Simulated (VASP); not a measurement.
Y2Si3O:

```
Y Si O
1.0
     4.01579    0.00000    0.00000
    -2.00790    3.47778    0.00000
     0.00000    0.00000    7.37275
Y Si O
2 3 1
Direct
  0.66667 0.33333 0.82479
  0.33333 0.66667 0.17521
  0.66667 0.33333 0.40824
  0.33333 0.66667 0.59176
  0.00000 0.00000 0.50000
  0.00000 0.00000 0.00000
```

The cell was generated, and may not be a known phase.

```yaml
Program: VASP 6.6.1
Task: relaxation of cell and atoms
Functional: PBE
Potentials_or_basis: VASP PAW PBE potentials, release 64 (Y_sv, Si, O)
Cutoff: 600 eV
k_mesh: 12 × 12 × 6
Occupations: gaussian, width 0.1 eV
Spin: no spin polarisation
```

At the start: pressure -0.0 GPa; volume 17.16 Å³/atom.

Q: Where does the relaxation end?

A: Over 8 steps the energy falls by 2.3 meV/atom and the volume is 17.19 Å³/atom (+0.2 %); space group P-3m1 (No. 164, to 0.1 Å) before and after.

Step by step:
```tsv
step	energy change (eV)	largest force (eV/Å)	pressure (GPa)	volume (Å³)
1	0.0000	0.2073	-0.03	102.97
2	-0.0094	0.1496	0.04	102.92
3	-0.0118	0.0959	0.10	102.89
4	-0.0132	0.0510	0.00	103.07
5	-0.0138	0.0189	-0.11	103.29
6	-0.0138	0.0188	-0.11	103.28
7	-0.0138	0.0084	0.13	103.06
8	-0.0139	0.0084	0.02	103.16
```

Final structure:
```xyz
6
Lattice="4.0342 0.0000 0.0000 -2.0171 3.4937 0.0000 0.0000 0.0000 7.3193" Properties=species:S:1:pos:R:3 pbc="T T T"
Y     2.0171    1.1646    6.0210
Y     0.0000    2.3291    1.2983
Si    2.0171    1.1646    3.0210
Si    0.0000    2.3291    4.2983
Si    0.0000    0.0000    3.6596
O     0.0000    0.0000    0.0000
```
